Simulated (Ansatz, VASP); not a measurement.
## BN: VASP beside Ansatz

File INCAR:

```
PREC     = Accurate       # precision mode
ENCUT    = 520            # plane-wave cutoff, eV
EDIFF    = 1E-7           # SCF threshold, eV
ISMEAR   = 1              # smearing method
SIGMA    = 0.05           # smearing width, eV
LREAL    = F              # projectors in reciprocal space
LASPH    = T              # aspherical terms in the spheres
NELM     = 60             # most SCF steps
ALGO     = Normal         # electronic algorithm
ISIF     = 2              # what is computed and relaxed
LWAVE    = F              # write WAVECAR
LCHARG   = F              # write CHGCAR
GGA      = PE             # functional
IVDW     = 12             # dispersion correction
NBANDS   = 16             # bands
```

The input KPOINTS:

```
Automatic mesh
0
Gamma
  12 12 4
```

Contents of POSCAR:

```
BN
1.0
    2.5061127838      0.0000000000      0.0000000000
   -1.2530563919      2.1703573356      0.0000000000
    0.0000000000      0.0000000000      6.5923998870
B N
2 2
Direct
   -0.0527318579      0.0098140521      0.5000000000
    0.3928040195      0.6701303949      0.0000000000
    0.0561240892     -0.0026729601      0.0000000000
    0.6053418397      0.3257590738      0.5000000000
```

Input for Ansatz:

```yaml
crystal:
  lattice:
    - [2.5061127838, 0.0, 0.0]
    - [-1.2530563919, 2.1703573356, 0.0]
    - [0.0, 0.0, 6.592399887]
  atoms:
    - { symbol: B, position: [-0.0527318579, 0.0098140521, 0.5] }
    - { symbol: B, position: [0.3928040195, 0.6701303949, 0.0] }
    - { symbol: "N", position: [0.0561240892, -0.0026729601, 0.0] }
    - { symbol: "N", position: [0.6053418397, 0.3257590738, 0.5] }
basis:
  ecutwfc: 520.0
kpoints:
  mp_grid: { grid: [12, 12, 4] }
hamiltonian:
  xc: pbe
  dispersion: d3bj
scf:
  occupations: { method: methfessel_paxton, width: 0.05 }
output:
  forces: true
  stress: true
  eigenvalues: true
```

Change from the starting cell: mode 4 frozen in at -0.145 Å and mode 10 at +0.021 Å (largest displacements).

Alike in both runs: task single point; functional PBE; dispersion D3(BJ); k mesh 12 × 12 × 4; occupations methfessel-paxton of order 1, width 0.05 eV; no spin polarisation.

|  | VASP | Ansatz |
| --- | --- | --- |
| version | VASP 6.6.1 | Ansatz 0.2.0 |
| potentials or method | VASP PAW PBE potentials, release 64 (B, N), cutoff 520 eV | scalar-relativistic, plane waves, PAW |
| valence electrons in the cell | 16 | 16 |

```tsv
	VASP	Ansatz	Ansatz less VASP
gap on the k mesh at the Fermi level (eV)	3.87	3.88	+0.007
least direct gap on the mesh (eV)	4.24	4.25	+0.006
pressure (GPa)	0.4	0.4	-0.04
traceless stress, the component that is largest in VASP (GPa)	2.86	2.76	-0.100
rms of the force components (eV/Å)	0.637	0.639	+0.0015
```

Atom by atom the forces differ by 0.002 eV/Å (rms over components).
